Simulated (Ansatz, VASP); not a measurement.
## Two plane-wave programs on Fe

INCAR

```
  ALGO = Normal
  EDIFF = 1E-6
  ENCUT = 690
  GGA = PE
  GGA_COMPAT = F
  ISIF = 2
  ISMEAR = -1
  ISPIN = 2
  LASPH = T
  LCHARG = F
  LMAXMIX = 4
  LORBIT = 11
  LREAL = F
  LWAVE = F
  MAGMOM = 3.75 3.75
  NBANDS = 27
  NELM = 200
  NUPDOWN = 7.5
  PREC = Accurate
  SIGMA = 0.05
```

File KPOINTS:

```
k-points
0
Gamma
  10 10 6
```

POSCAR

```
Fe
1.0
    2.4341575853      0.0000000000      0.0000000000
   -1.2170787927      2.1080423057      0.0000000000
    0.0000000000      0.0000000000      3.8419344700
Fe
2
Direct
    0.6666666667      0.3333333333      0.7500000000
    0.3333333333      0.6666666667      0.2500000000
```

File input.yaml:

```yaml
crystal:
  lattice:
    - [2.4341575853, 0.0, 0.0]
    - [-1.2170787927, 2.1080423057, 0.0]
    - [0.0, 0.0, 3.84193447]
  atoms:
    - { symbol: Fe, position: [0.6666666667, 0.3333333333, 0.75], spin: 3.75 }
    - { symbol: Fe, position: [0.3333333333, 0.6666666667, 0.25], spin: 3.75 }
hamiltonian:
  xc: pbe
  pseudopotentials: { kind: paw }
magnetization:
  spin_polarized: true
  initial_magnetization: 7.5
  spin_locking: { lock_magnetization: hard }
kpoints:
  mp_grid: { grid: [10, 10, 6] }
scf:
  occupations: { method: fermi_dirac, width: 0.05 }
  lower_state_search: "off"
output:
  forces: true
  stress: true
  eigenvalues: true
  write_density: true
  write_potential: true
  elf: true
  volumetric_format: npy
```

Alike in both runs: task single point; functional PBE; k mesh 10 × 10 × 6; occupations fermi-dirac, width 0.05 eV; collinear spin; fixed moment 7.5 μB.

|  | VASP | Ansatz |
| --- | --- | --- |
| version | VASP 6.6.1 | Ansatz 0.2.0 |
| potentials or method | VASP PAW PBE potentials, release 64 (Fe_sv) | Ansatz PAW |
| plane-wave cutoff (eV) | 690 | 420 |
| valence electrons in the cell | 32 | 32 |

```csv
,VASP,Ansatz,Ansatz less VASP
net moment per atom (μB),3.75,3.75,0.000
size of the moment on the site where the two differ most (μB),3.32,3.46,+0.143
```

Site moments also hang on the region over which each program counts them.
